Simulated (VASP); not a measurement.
# Mo (Fm-3m) in VASP: further runs, part 2 of 2

VASP 6.6.1. The steps go on from the part before.

## 4. Single point, PBE

This run uses another cell than the first one, of 16.36 Å³/atom, 0.943 times its volume.

The input, INCAR:

```
SYSTEM = Mo
PREC = Accurate ; ENCUT = 520
EDIFF = 1E-6 ; ISMEAR = -1
SIGMA = 0.08 ; LREAL = .FALSE.
LASPH = .TRUE. ; NELM = 60
ALGO = Normal ; ISIF = 2
LWAVE = .FALSE. ; LCHARG = .FALSE.
GGA = PE ; NBANDS = 13
```

The input, KPOINTS:

```
regular mesh
0
G
  8 8 8
  0 0 0
```

The input, POSCAR:

```
Mo
1.0
    0.0000000000      2.0150000000      2.0150000000
    2.0150000000      0.0000000000      2.0150000000
    2.0150000000      2.0150000000      0.0000000000
Mo
1
Direct
    0.0000000000      0.0000000000      0.0000000000
```

Launch:

```bash
> cat potpaw_PBE.64/Mo_sv/POTCAR > POTCAR
> mpirun -np 1 vasp_std > vasp.out
```

Run time: 3.3 s. Hardware: 1 thread of Intel Xeon 6975P-C (Granite Rapids), shared host; peak memory 0.14 GiB.

The run converged. Its results:

- Free energy: -10.5120 eV
- Pressure: -4.1 GPa
- Band gap on the k mesh: zero (band 7 reaches 15.34 eV, above the bottom of band 8 at 10.79 eV)

Levels at points of the mesh, in eV from the Fermi level:
```csv
k point,band 4,band 5,band 6,band 7,band 8,band 9,band 10,band 11
"(0.00, 0.00, 0.00)",-34.08,-6.65,-0.66,-0.66,-0.66,1.94,1.94,13.11
"(0.50, 0.00, 0.00)",-34.24,-4.47,-0.83,-0.83,1.51,3.93,3.93,10.82
"(0.50, 0.50, 0.00)",-34.52,-4.79,-4.12,3.89,3.93,4.50,4.50,12.33
```

## 5. Single point, PBE

This run uses another cell than the first one, of 16.36 Å³/atom, 0.943 times its volume.

The input, INCAR:

```
SYSTEM = Mo
PREC     = Accurate       ! precision mode
ENCUT    = 520            ! plane-wave cutoff, eV
EDIFF    = 1E-6           ! SCF threshold, eV
ISMEAR   = -1             ! smearing method
SIGMA    = 0.08           ! smearing width, eV
LREAL    = .FALSE.        ! projectors in reciprocal space
LASPH    = .TRUE.         ! aspherical terms in the spheres
NELM     = 100            ! most SCF steps
ALGO     = Normal         ! electronic algorithm
ISIF     = 2              ! what is computed and relaxed
LWAVE    = .FALSE.        ! write WAVECAR
LCHARG   = .FALSE.        ! write CHGCAR
GGA      = PE             ! functional
NBANDS   = 13             ! bands
```

The input, KPOINTS:

```
regular mesh
0
G
  13 13 13
  0 0 0
```

POSCAR is that of step 4.

Potentials or basis: VASP PAW PBE potentials, release 64 (Mo_sv).

Launch:

```bash
> cat potpaw_PBE.64/Mo_sv/POTCAR > POTCAR
> mpirun -np 1 vasp_std > vasp.out
```

OUTCAR:

```text
SYSTEM = Mo
   PREC = Accurate
   ENCUT = 520
   EDIFF = 1E-6
   ISMEAR = -1
   LREAL = .FALSE.
   LASPH = .TRUE.
   NELM = 100
   ISIF = 2
   GGA = PE

 ion  position               nearest neighbor table
   1  0.000  0.000  0.000-

  LATTYP: Found a face centered cubic cell.
 ALAT       =     4.0300000000

  Lattice vectors:

 A1 = (   0.0000000000,   2.0150000000,   2.0150000000)
 A2 = (   2.0150000000,   0.0000000000,   2.0150000000)
 A3 = (   2.0150000000,   2.0150000000,   0.0000000000)

Analysis of symmetry for initial positions (statically):
=====================================================================
 Subroutine PRICEL returns:
 Original cell was already a primitive cell.

 Routine SETGRP: Setting up the symmetry group for a
 face centered cubic supercell.

 Subroutine GETGRP returns: Found 48 space group operations
 (whereof 48 operations were pure point group operations)
 out of a pool of 48 trial point group operations.

The static configuration has the point symmetry O_h .

Analysis of symmetry for dynamics (positions and initial velocities):
=====================================================================
 Subroutine PRICEL returns:
 Original cell was already a primitive cell.

 Routine SETGRP: Setting up the symmetry group for a
 face centered cubic supercell.

 Subroutine GETGRP returns: Found 48 space group operations
 (whereof 48 operations were pure point group operations)
 out of a pool of 48 trial point group operations.

The dynamic configuration has the point symmetry O_h .

 Subroutine INISYM returns: Found 48 space group operations
 (whereof 48 operations are pure point group operations),
 and found     1 'primitive' translations

----------------------------------------------------------------------------------------

                                     Primitive cell

  volume of cell :      16.3627

  direct lattice vectors                    reciprocal lattice vectors
     0.000000000  2.015000000  2.015000000    -0.248138958  0.248138958  0.248138958
     2.015000000  0.000000000  2.015000000     0.248138958 -0.248138958  0.248138958
     2.015000000  2.015000000  0.000000000     0.248138958  0.248138958 -0.248138958

  length of vectors
     2.849640328  2.849640328  2.849640328     0.429789282  0.429789282  0.429789282

  position of ions in fractional coordinates (direct lattice)
     0.000000000  0.000000000  0.000000000

  ion indices of the primitive-cell ions
   primitive index   ion index
                 1           1

----------------------------------------------------------------------------------------

 KPOINTS: regular mesh

Automatic generation of k-mesh.
 Grid dimensions read from file:
 generate k-points for:   13   13   13

 Generating k-lattice:

  Cartesian coordinates                     Fractional coordinates (reciprocal lattice)
    -0.019087612  0.019087612  0.019087612     0.076923077  0.000000000  0.000000000
     0.019087612 -0.019087612  0.019087612     0.000000000  0.076923077  0.000000000
     0.019087612  0.019087612 -0.019087612     0.000000000  0.000000000  0.076923077

  Length of vectors
     0.033060714  0.033060714  0.033060714

  Shift w.r.t. Gamma in fractional coordinates (k-lattice)
     0.000000000  0.000000000  0.000000000

 Subroutine IBZKPT returns following result:
 ===========================================

 Found     84 irreducible k-points:

 Following reciprocal coordinates:
            Coordinates               Weight
  0.000000  0.000000  0.000000      1.000000
  0.076923  0.000000  0.000000      8.000000
  0.153846  0.000000  0.000000      8.000000
  0.230769  0.000000  0.000000      8.000000
  0.307692  0.000000  0.000000      8.000000
  0.384615  0.000000  0.000000      8.000000
[... 16 lines left out ...]
  0.384615  0.153846  0.000000     24.000000
  0.461538  0.153846  0.000000     24.000000
 [... further k-points ...]
   k-points           NKPTS =     84   k-points in BZ     NKDIM =     84   number of bands    NBANDS=     13
   number of dos      NEDOS =    301   number of ions     NIONS =      1
   total plane-waves  NPLWV =  13824
   dimension x,y,z NGX =    24 NGY =   24 NGZ =   24
   dimension x,y,z NGXF=    48 NGYF=   48 NGZF=   48
   ions per type =               1
   NGX,Y,Z   is equivalent  to a cutoff of  14.00, 14.00, 14.00 a.u.
   NGXF,Y,Z  is equivalent  to a cutoff of  28.00, 28.00, 28.00 a.u.
 SYSTEM =  Mo
   PREC   = accura    normal or accurate (medium, high low for compatibility)
   ISTART =      0    job   : 0-new  1-cont  2-samecut
   ICHARG =      2    charge: 1-file 2-atom 10-const
   ISPIN  =      1    spin polarized calculation?
   LNONCOLLINEAR =      F non collinear calculations
   LSORBIT =      F    spin-orbit coupling
   LASPH  =      T    aspherical Exc in radial PAW
   ENCUT  =  520.0 eV  38.22 Ry    6.18 a.u.   5.30  5.30  5.30*2*pi/ulx,y,z
   NELM   =    100;   NELMIN=  2; NELMDL= -5     # of ELM steps
   EDIFF  = 0.1E-05   stopping-criterion for ELM
   LREAL  =      F    real-space projection
   EDIFFG = 0.1E-04   stopping-criterion for IOM
   NSW    =      0    number of steps for IOM
   IBRION =     -1    ionic relax: 0-MD 1-quasi-New 2-CG
   NFREE  =      0    steps in history (QN), initial steepest desc. (CG)
   ISIF   =      2    stress and relaxation
   ISYM   =      2    0-nonsym 1-usesym 2-fastsym
   POTIM  = 0.5000    time-step for ionic-motion
   TEBEG  =    0.0;   TEEND  =   0.0 temperature during run
   PSTRESS=    0.0 pullay stress
   NELECT =      14.0000    total number of electrons
   NUPDOWN=      -1.0000    fix difference up-down
   EMIN   =  10.00;   EMAX   =-10.00  energy-range for DOS
   EFERMI =   0.00;   METHOD = LEGACY
   ISMEAR =    -1;   SIGMA  =   0.08  broadening in eV -4-tet -1-fermi 0-gaus
   EFERMI_NEDOS =   21; number of points for ismear=-14 and -15
   IALGO  =     38    algorithm
   IMIX   =      4    mixing-type and parameters
     AMIX     =   0.40;   BMIX     =  1.00
     AMIX_MAG =   1.60;   BMIX_MAG =  1.00
  volume/ion in A,a.u.               =      16.36       110.42
  Fermi-wavevector in a.u.,A,eV,Ry     =   1.554172  2.936960 32.864208  2.415451
  Thomas-Fermi vector in A             =   2.658297
   LORBIT       =      0    0 simple, 1 ext, 2 COOP (PROOUT), +10 PAW based schemes
   GGA     = PE    functional components
   LHFCALC =     F    Hartree Fock is set to
   AEXX    =    0.0000 exact exchange contribution
   IVDW    =     0    specifies the selected vdW correction
   LEPSILON=     F    determine dielectric tensor
   LRPA    =     F    only Hartree local field effects (RPA)
 non-spin polarized calculation
  energy-cutoff  :      520.00
  volume of cell :       16.36
 maximum number of plane-waves:       459
 NGX is ok and might be reduce to    24
   NGX = 11   NGY = 11   NGZ = 11

 number of electron      14.0000001 magnetization

 Free energy of the ion-electron system (eV)
  ---------------------------------------------------
  ext. energy  EPLUGINS =         0.00000000
  ---------------------------------------------------
  free energy    TOTEN  =       -10.52556783 eV

  energy without entropy =      -10.49878883  energy(sigma->0) =      -10.51217833

 E-fermi :  11.4753     XC(G=0): -13.1151

 val. band max:       11.4702730947   @ k =   0.4615   0.1538   0.0000
 cond. band min:      11.5039760013   @ k =  -0.4615   0.1538   0.0000
 fundamental gap:      0.0337029066
 Fermi energy:        11.4752545554

 k-point     1 :       0.0000    0.0000    0.0000
  band No.  band energies     occupation
      1     -49.2492      2.00000
      2     -22.6359      2.00000
      3     -22.6359      2.00000
      4     -22.6359      2.00000
      5       4.7968      2.00000
      6      10.7878      1.99963
      7      10.7878      1.99963
      8      10.7878      1.99963
      9      13.3833      0.00000
     10      13.3833      0.00000
     11      24.5516      0.00000
     12      29.7061      0.00000
     13      29.7061      0.00000

 k-point     2 :       0.0769    0.0000    0.0000
  band No.  band energies     occupation
      1     -49.2376      2.00000
      2     -22.7097      2.00000
      3     -22.6452      2.00000
      4     -22.6452      2.00000
      5       5.0313      2.00000
      6      10.6321      1.99995
      7      10.8922      1.99863
      8      10.8922      1.99863
      9      13.3021      0.00000
     10      13.3021      0.00000
     11      24.9964      0.00000
[... 339 lines left out ...]
 k-point    24 :       0.4615    0.1538    0.0000
  band No.  band energies     occupation
      1     -49.0381      2.00000
      2     -23.6996      2.00000
      3     -22.9318      2.00000
      4     -22.8592      2.00000
      5       7.6405      2.00000
      6       9.8086      2.00000
      7      10.9665      1.99655
      8      11.4703      1.03112
      9      15.4504      0.00000
     10      16.3035      0.00000
     11      22.7901      0.00000
     12      26.1699      0.00000
     13      29.6032      0.00000

 [... further k-points ...]
[... 5 lines left out ...]
  --------------------------------------------------------------------------------------
  -------------------------------------------------------------------------------------
  Total       -0.4528728     -0.4528728     -0.4528728      0.0000000      0.0000000      0.0000000
  in kB      -44.3436702    -44.3436702    -44.3436702      0.0000000      0.0000000      0.0000000
  external PRESSURE =     -44.3436702 kB  Pullay stress =       0.0000000 kB

 VOLUME and BASIS-vectors are now :
 -----------------------------------------------------------------------------
  energy-cutoff  :      520.00
  volume of cell :       16.36
      direct lattice vectors                 reciprocal lattice vectors
     0.000000000  2.015000000  2.015000000    -0.248138958  0.248138958  0.248138958
     2.015000000  0.000000000  2.015000000     0.248138958 -0.248138958  0.248138958
     2.015000000  2.015000000  0.000000000     0.248138958  0.248138958 -0.248138958

 POSITION                                       TOTAL-FORCE (eV/Angst)
 -----------------------------------------------------------------------------------
      0.00000      0.00000      0.00000         0.000000      0.000000      0.000000
 -----------------------------------------------------------------------------------
    total drift:                               -0.000000      0.000000      0.000000

  FREE ENERGIE OF THE ION-ELECTRON SYSTEM (eV)
  ---------------------------------------------------
  free  energy   TOTEN  =       -10.5255678292 eV

  energy  without entropy=      -10.4987888275  energy(sigma->0) =      -10.51217833
```

Run time: 5.4 s. Hardware: 1 thread of Intel Xeon 6975P-C (Granite Rapids), shared host; peak memory 0.14 GiB.

Results:

- Free energy: -10.5256 eV
- Pressure: -4.4 GPa
- Band gap on the k mesh: zero (band 7 reaches 15.13 eV, above the bottom of band 8 at 10.79 eV)

## 6. The runs side by side

```csv
cell,k mesh,gap on the mesh (eV),pressure (GPa)
"a = 2.906 Å, angles 60.0°, 1 atom",17 × 17 × 17,none,-15.5
"a = 2.850 Å, angles 60.0°, 1 atom",5 × 5 × 5,none,-4.7
"a = 2.850 Å, angles 60.0°, 1 atom",8 × 8 × 8,none,-4.1
"a = 2.850 Å, angles 60.0°, 1 atom",13 × 13 × 13,none,-4.4
```

Alike in all rows: task single point; level PBE; potentials or basis VASP PAW PBE potentials, release 64 (Mo_sv); no spin polarisation; cutoff (eV) 520; smearing fermi-dirac 0.08 eV.

Caveats: some runs use coarse meshes.

Absolute energies hang on the potentials; compare differences alone.
